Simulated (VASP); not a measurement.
# W: single point with PBEsol+D4

The system is W.

```
W
1.0
     5.01104    0.00000    0.00000
     0.00000    5.01104    0.00000
     0.00000    0.00000    5.01104
W
8
Direct
  0.50000 0.25000 0.00000
  0.50000 0.75000 0.00000
  0.75000 0.00000 0.50000
  0.25000 0.00000 0.50000
  0.00000 0.50000 0.75000
  0.00000 0.50000 0.25000
  0.50000 0.50000 0.50000
  0.00000 0.00000 0.00000
```

```
Program             : VASP 6.6.1
Task                : single point
Functional          : PBEsol
Dispersion          : D4
Potentials or basis : VASP PAW PBE potentials, release 64 (W_sv)
Cutoff              : 520 eV
k mesh              : 5 × 5 × 5
Occupations         : fermi-dirac, width 0.05 eV
Spin                : no spin polarisation
```

- Pressure: 0.8 GPa
- Band gap on the k mesh: zero (bands 56 and 57 overlap by 0.59 eV)
- Dispersion energy per atom: -0.424 eV

Levels at points of the mesh, in eV from the Fermi level:
```
           k point  band 52  band 53  band 54  band 55  band 56  band 57  band 58  band 59  band 60  band 61
(0.00, 0.00, 0.00)    -2.01    -1.49    -1.49    -0.48    -0.48    -0.48     1.71     1.71     1.71     1.76
```

Wall time 49 s on 1 thread of Intel(R) Xeon(R) 6975P-C (Granite Rapids), on a shared host, peak memory 0.25 GiB.

Caveat: the PAW data sets were made with another functional, which shifts forces and pressure a little; spin-orbit coupling is left out, which moves the levels of the heavy elements.
